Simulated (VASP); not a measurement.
# W3C in VASP: notebook

Runs on W3C. Level: PBE. Tasks: single point, relaxation of the atoms.

Program: VASP 6.6.1. These are calculated values, not measurements. Logs are shortened: lines on timing, memory, paths and dates and some standing lists are left out, and cuts for length are marked.

**1. The cell of the first run**

The cell holds a slab with vacuum, 4 atoms: a = 2.855 Å, b = 2.855 Å, c = 19.445 Å, α = 90.00°, β = 90.00°, γ = 90.00°.

**2. Single point, PBE**

Input file INCAR:

```
ALGO = Normal ; DIPOL = 0.5 0.5 0.356
EDIFF = 1E-7 ; ENCUT = 520
GGA = PE ; IDIPOL = 3
ISIF = 2 ; ISMEAR = 0
LASPH = True ; LCHARG = False
LDIPOL = True ; LREAL = False
LWAVE = False ; NBANDS = 31
NELM = 80 ; PREC = Accurate
SIGMA = 0.1
```

Input file KPOINTS:

```
k-points
0
Gamma
  9 9 1
```

Input file POSCAR:

```
W3C
1.0
    2.8547213223      0.0000000000      0.0000000000
    0.0000000000      2.8547213223      0.0000000000
    0.0000000000      0.0000000000     19.4446427381
W C
3 1
Direct
    0.5000000000      0.5000000000      0.2057121879
    0.0000000000      0.0000000000      0.3071172995
    0.5000000000      0.5000000000      0.4085774599
    0.5000000000      0.5000000000      0.5043533529
```

Potentials or basis: VASP PAW PBE potentials, release 64 (W_sv, C).

On the command line:

```sh
$ cat potpaw_PBE.64/W_sv/POTCAR potpaw_PBE.64/C/POTCAR > POTCAR
$ mpirun -np 1 vasp_std > vasp.out
```

OUTCAR:

```text
EDIFF = 1E-7
   ENCUT = 520
   GGA = PE
   ISIF = 2
   ISMEAR = 0
   LASPH = True
   LREAL = False
   NELM = 80
   PREC = Accurate

 ion  position               nearest neighbor table
   1  0.500  0.500  0.206-   2 2.82   2 2.82   2 2.82   2 2.82
   2  0.000  0.000  0.307-   1 2.82   1 2.82   1 2.82   1 2.82   3 2.82   3 2.82   3 2.82   3 2.82

   3  0.500  0.500  0.409-   4 1.86   2 2.82   2 2.82   2 2.82   2 2.82
   4  0.500  0.500  0.504-   3 1.86

  LATTYP: Found a simple tetragonal cell.
 ALAT       =     2.8547213223
 C/A-ratio  =     6.8113978714

  Lattice vectors:

 A1 = (   2.8547213223,   0.0000000000,   0.0000000000)
 A2 = (   0.0000000000,   2.8547213223,   0.0000000000)
 A3 = (   0.0000000000,   0.0000000000,  19.4446427381)

Analysis of symmetry for initial positions (statically):
=====================================================================
 Subroutine PRICEL returns:
 Original cell was already a primitive cell.

 Routine SETGRP: Setting up the symmetry group for a
 simple tetragonal supercell.

 Subroutine GETGRP returns: Found  8 space group operations
 (whereof  8 operations were pure point group operations)
 out of a pool of 16 trial point group operations.

The static configuration has the point symmetry C_4v.

Analysis of symmetry for dynamics (positions and initial velocities):
=====================================================================
 Subroutine PRICEL returns:
 Original cell was already a primitive cell.

 Routine SETGRP: Setting up the symmetry group for a
 simple tetragonal supercell.

 Subroutine GETGRP returns: Found  8 space group operations
 (whereof  8 operations were pure point group operations)
 out of a pool of 16 trial point group operations.

The dynamic configuration has the point symmetry C_4v.

 Subroutine INISYM returns: Found  8 space group operations
 (whereof  8 operations are pure point group operations),
 and found     1 'primitive' translations

----------------------------------------------------------------------------------------

                                     Primitive cell

  volume of cell :     158.4628

  direct lattice vectors                    reciprocal lattice vectors
     2.854721322  0.000000000  0.000000000     0.350296890  0.000000000  0.000000000
     0.000000000  2.854721322  0.000000000     0.000000000  0.350296890  0.000000000
     0.000000000  0.000000000 19.444642738     0.000000000  0.000000000  0.051428047

  length of vectors
     2.854721322  2.854721322 19.444642738     0.350296890  0.350296890  0.051428047

  position of ions in fractional coordinates (direct lattice)
     0.500000000  0.500000000  0.205712188
     0.000000000  0.000000000  0.307117299
     0.500000000  0.500000000  0.408577460
     0.500000000  0.500000000  0.504353353

  ion indices of the primitive-cell ions
   primitive index   ion index
                 1           1
                 2           2
                 3           3
                 4           4

----------------------------------------------------------------------------------------

 KPOINTS: k-points

Automatic generation of k-mesh.
 Grid dimensions read from file:
 generate k-points for:    9    9    1

 Generating k-lattice:

  Cartesian coordinates                     Fractional coordinates (reciprocal lattice)
     0.038921877  0.000000000  0.000000000     0.111111111  0.000000000  0.000000000
     0.000000000  0.038921877  0.000000000     0.000000000  0.111111111  0.000000000
     0.000000000  0.000000000  0.051428047     0.000000000  0.000000000  1.000000000

  Length of vectors
     0.038921877  0.038921877  0.051428047

  Shift w.r.t. Gamma in fractional coordinates (k-lattice)
     0.000000000  0.000000000  0.000000000

 Subroutine IBZKPT returns following result:
 ===========================================

 Found     15 irreducible k-points:

 Following reciprocal coordinates:
            Coordinates               Weight
  0.000000  0.000000  0.000000      1.000000
  0.111111  0.000000  0.000000      4.000000
  0.222222  0.000000  0.000000      4.000000
  0.333333  0.000000  0.000000      4.000000
  0.444444  0.000000  0.000000      4.000000
  0.111111  0.111111  0.000000      4.000000
  0.222222  0.111111  0.000000      8.000000
  0.333333  0.111111  0.000000      8.000000
  0.444444  0.111111  0.000000      8.000000
  0.222222  0.222222  0.000000      4.000000
  0.333333  0.222222  0.000000      8.000000
  0.444444  0.222222  0.000000      8.000000
  0.333333  0.333333  0.000000      4.000000
  0.444444  0.333333  0.000000      8.000000
  0.444444  0.444444  0.000000      4.000000
   k-points           NKPTS =     15   k-points in BZ     NKDIM =     15   number of bands    NBANDS=     31
   number of dos      NEDOS =    301   number of ions     NIONS =      4
   total plane-waves  NPLWV =  86400
   dimension x,y,z NGX =    24 NGY =   24 NGZ =  150
   dimension x,y,z NGXF=    48 NGYF=   48 NGZF=  300
   ions per type =               3   1
   NGX,Y,Z   is equivalent  to a cutoff of  13.98, 13.98, 12.82 a.u.
   NGXF,Y,Z  is equivalent  to a cutoff of  27.95, 27.95, 25.65 a.u.
 SYSTEM =  unknown system
   PREC   = accura    normal or accurate (medium, high low for compatibility)
   ISTART =      0    job   : 0-new  1-cont  2-samecut
   ICHARG =      2    charge: 1-file 2-atom 10-const
   ISPIN  =      1    spin polarized calculation?
   LNONCOLLINEAR =      F non collinear calculations
   LSORBIT =      F    spin-orbit coupling
   LASPH  =      T    aspherical Exc in radial PAW
   ENCUT  =  520.0 eV  38.22 Ry    6.18 a.u.   5.31  5.31 36.15*2*pi/ulx,y,z
   NELM   =     80;   NELMIN=  2; NELMDL= -5     # of ELM steps
   EDIFF  = 0.1E-06   stopping-criterion for ELM
   LREAL  =      F    real-space projection
   EDIFFG = 0.1E-05   stopping-criterion for IOM
   NSW    =      0    number of steps for IOM
   IBRION =     -1    ionic relax: 0-MD 1-quasi-New 2-CG
   NFREE  =      0    steps in history (QN), initial steepest desc. (CG)
   ISIF   =      2    stress and relaxation
   ISYM   =      2    0-nonsym 1-usesym 2-fastsym
   POTIM  = 0.5000    time-step for ionic-motion
   TEBEG  =    0.0;   TEEND  =   0.0 temperature during run
   PSTRESS=    0.0 pullay stress
   NELECT =      46.0000    total number of electrons
   NUPDOWN=      -1.0000    fix difference up-down
   EMIN   =  10.00;   EMAX   =-10.00  energy-range for DOS
   EFERMI =   0.00;   METHOD = LEGACY
   ISMEAR =     0;   SIGMA  =   0.10  broadening in eV -4-tet -1-fermi 0-gaus
   EFERMI_NEDOS =   21; number of points for ismear=-14 and -15
   IALGO  =     38    algorithm
   IMIX   =      4    mixing-type and parameters
     AMIX     =   0.40;   BMIX     =  1.00
     AMIX_MAG =   1.60;   BMIX_MAG =  1.00
  volume/ion in A,a.u.               =      39.62       267.34
  Fermi-wavevector in a.u.,A,eV,Ry     =   1.083973  2.048411 15.986799  1.174997
  Thomas-Fermi vector in A             =   2.220051
   LORBIT       =      0    0 simple, 1 ext, 2 COOP (PROOUT), +10 PAW based schemes
   GGA     = PE    functional components
   LHFCALC =     F    Hartree Fock is set to
   AEXX    =    0.0000 exact exchange contribution
   IVDW    =     0    specifies the selected vdW correction
   LEPSILON=     F    determine dielectric tensor
   LRPA    =     F    only Hartree local field effects (RPA)
 non-spin polarized calculation
 Gauss-broadening in eV      SIGMA  =   0.10
  energy-cutoff  :      520.00
  volume of cell :      158.46
 maximum number of plane-waves:      4297
 NGX is ok and might be reduce to    24
   NGX = 11   NGY = 11   NGZ = 73

 dipolmoment           0.000000      0.000000     -0.029338 electrons x Angstroem

 number of electron      45.9999996 magnetization

 dipolmoment           0.000000      0.000000      0.105575 electrons x Angstroem

 Free energy of the ion-electron system (eV)
  ---------------------------------------------------
  ext. energy  EPLUGINS =         0.00000000
  ---------------------------------------------------
  free energy    TOTEN  =       -39.99226232 eV

  energy without entropy =      -39.94423091  energy(sigma->0) =      -39.96824662

 E-fermi :  -0.2878     XC(G=0):  -5.9007

 val. band max:       -0.2883865008   @ k =   0.3333   0.2222   0.0000
 cond. band min:      -0.2651432082   @ k =   0.4444   0.4444   0.0000
 fundamental gap:      0.0232432927
 Fermi energy:        -0.2877959942

 k-point     1 :       0.0000    0.0000    0.0000
  band No.  band energies     occupation
      1     -74.0494      2.00000
      2     -73.8375      2.00000
      3     -73.3312      2.00000
      4     -38.5589      2.00000
      5     -38.0557      2.00000
      6     -37.9710      2.00000
[... 23 lines left out ...]
     30       3.0426      0.00000
     31       3.6492      0.00000

 k-point     2 :       0.1111    0.0000    0.0000
  band No.  band energies     occupation
      1     -74.0445      2.00000
      2     -73.8339      2.00000
      3     -73.3274      2.00000
      4     -38.5433      2.00000
      5     -38.1435      2.00000
      6     -37.9578      2.00000
[... 23 lines left out ...]
     30       3.4817      0.00000
     31       3.5081      0.00000

 k-point     3 :       0.2222    0.0000    0.0000
  band No.  band energies     occupation
      1     -74.0319      2.00000
      2     -73.8248      2.00000
      3     -73.3178      2.00000
      4     -38.5163      2.00000
      5     -38.3220      2.00000
      6     -38.0219      2.00000
[... 397 lines left out ...]
     30       4.7809      0.00000
     31       5.2465      0.00000

 k-point    15 :       0.4444    0.4444    0.0000
  band No.  band energies     occupation
      1     -73.9747      2.00000
      2     -73.7738      2.00000
      3     -73.2661      2.00000
      4     -38.5618      2.00000
      5     -38.5594      2.00000
      6     -38.2667      2.00000
[... 23 lines left out ...]
     30       5.3251      0.00000
     31       5.3369      0.00000

------------------------ aborting loop because EDIFF is reached ----------------------------------------

 vacuum level on the upper side and lower side of the slab       (xc-potential included)         1.033        -1.292

  FORCE on cell =-STRESS in cart. coord.  units (eV):
  Direction    XX          YY          ZZ          XY          YZ          ZX
  --------------------------------------------------------------------------------------
  -------------------------------------------------------------------------------------
  Total       -2.7106487     -2.7106487     -0.5420542      0.0000000     -0.0000000     -0.0000000
  in kB      -27.4066790    -27.4066790     -5.4805725      0.0000000     -0.0000000     -0.0000000
  external PRESSURE =     -20.0979769 kB  Pullay stress =       0.0000000 kB

 VOLUME and BASIS-vectors are now :
 -----------------------------------------------------------------------------
  energy-cutoff  :      520.00
  volume of cell :      158.46
      direct lattice vectors                 reciprocal lattice vectors
     2.854721322  0.000000000  0.000000000     0.350296890  0.000000000  0.000000000
     0.000000000  2.854721322  0.000000000     0.000000000  0.350296890  0.000000000
     0.000000000  0.000000000 19.444642738     0.000000000  0.000000000  0.051428047

 POSITION                                       TOTAL-FORCE (eV/Angst)
 -----------------------------------------------------------------------------------
      1.42736      1.42736      4.00000         0.000000     -0.000000      0.163035
      0.00000      0.00000      5.97179         0.000000      0.000000      0.043754
      1.42736      1.42736      7.94464         0.000000     -0.000000     -0.324355
      1.42736      1.42736      9.80697         0.000000      0.000000      0.117567
 -----------------------------------------------------------------------------------
    total drift:                                0.000000     -0.000000      0.000316

  FREE ENERGIE OF THE ION-ELECTRON SYSTEM (eV)
  ---------------------------------------------------
  free  energy   TOTEN  =       -39.9922623203 eV

  energy  without entropy=      -39.9442309110  energy(sigma->0) =      -39.96824662

 vacuum level on the upper side and lower side of the slab         6.725         4.330
```

It took 75 s on 1 thread of Intel Xeon 6975P-C (Granite Rapids), shared host; peak memory 0.29 GiB.

Results:

- Free energy: -39.9923 eV
- Largest force: 0.324 eV/Å
- Band gap on the k mesh: zero (bands 23 and 24 overlap by 0.28 eV)

Forces on the atoms (eV/Å):
```
W    0.000  0.000  0.163
W    0.000  0.000  0.044
W    0.000  0.000 -0.324
C    0.000  0.000  0.118
```

Caveat: spin-orbit coupling is left out, which moves the levels of the heavy elements.

(Continued in part 2 of 2.)

The gap in the log of VASP goes by the Fermi energy; the results here count the filled bands.